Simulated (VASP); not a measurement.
Runs of VASP 6.6.1 on KF (Carobbiite). The structure is that of space group Fm-3m (No. 225), or close to it. The cells are those of the table. 

| task | cell | gap on the mesh (eV) | pressure (GPa) |
| --- | --- | --- | --- |
| single point | a = 3.810 Å, angles 60.0°, 2 atoms | (b) | (c) |
| relaxation of the atoms | atoms relaxed from a = 3.710 Å, angles 60.0°, 2 atoms | 7.13 | 1.6 |
| single point | a = 3.710 Å, angles 60.0°, 2 atoms | 7.13 | 1.6 |
| single point | a = 3.760 Å, angles 60.0°, 2 atoms | (a) | 0.0 |
| single point | a = 3.735 Å, angles 60.0°, 2 atoms | 7.02 | 0.7 |
| single point | a = 3.684 Å, angles 60.0°, 2 atoms | 7.26 | 2.6 |
| single point | a = 3.785 Å, angles 60.0°, 2 atoms | 6.80 | -0.7 |
| relaxation of the atoms | atoms relaxed from a = 3.735 Å, angles 60.0°, 2 atoms | 7.02 | 0.7 |

Alike in all rows: level r2SCAN; potentials or basis VASP PAW PBE potentials, release 64 (K_sv, F); no spin polarisation; k mesh 10 × 10 × 10; cutoff (eV) 520; smearing fermi-dirac 0.02 eV.

Question: Estimate the missing entries.

Answer: (a) 6.91; (b) 6.70; (c) -1.3.

Caveats: the PAW data sets were made with another functional, which shifts forces and pressure a little; the relaxation stopped at its first step, so nothing moved (some runs).

A k mesh can miss the band edges.
